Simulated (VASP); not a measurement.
HfO2, 6 atoms in the cell. Symmetry: P4_2/nmc, No. 137, tetragonal system. Conventional cell: a = 3.488 Å, b = 3.488 Å, c = 4.979 Å, α = 90.00°, β = 90.00°, γ = 90.00°. Hf (site symmetry -4m2) has 8 O at 2.05 to 2.24 Å within 2.7 Å. Within 2.7 Å of O (site symmetry 2mm) lie 4 Hf at 2.05 to 2.24 Å and 6 O at 2.49 Å.  This cell differs from its parent crystal: volume scaled by 0.91, then relaxed in part.

```yaml
Program: VASP 6.6.1
Task: single point
Functional: r2SCAN
Potentials_or_basis: VASP PAW PBE potentials, release 64 (Hf_pv, O)
Cutoff: 520 eV
k_mesh: 6 × 6 × 6
Occupations: gaussian, width 0.02 eV
Spin: no spin polarisation
Dipole_correction: no
Further_INCAR_settings: ALGO = Normal; EDIFF = 1e-06; NBANDS = 31
```

Potentials or basis: VASP PAW PBE potentials, release 64 (Hf_pv, O).

Command:

```console
$ cat potpaw_PBE.64/Hf_pv/POTCAR potpaw_PBE.64/O/POTCAR > POTCAR
$ cp INCAR.step1 INCAR
$ mpirun -np 1 vasp_std > vasp.out
$ cp INCAR.step2 INCAR
$ mpirun -np 1 vasp_std > vasp.out
```

Hardware: 1 thread of Intel(R) Xeon(R) Platinum 8259CL CPU @ 2.50GHz (Skylake/Cascade Lake), on a shared host.

Question: Estimate the wall time of this run.

Answer: Run time: 4.4 min on 1 thread of Intel(R) Xeon(R) Platinum 8259CL CPU @ 2.50GHz (Skylake/Cascade Lake) (shared host), peak memory 0.22 GiB. Counts: k points 40.
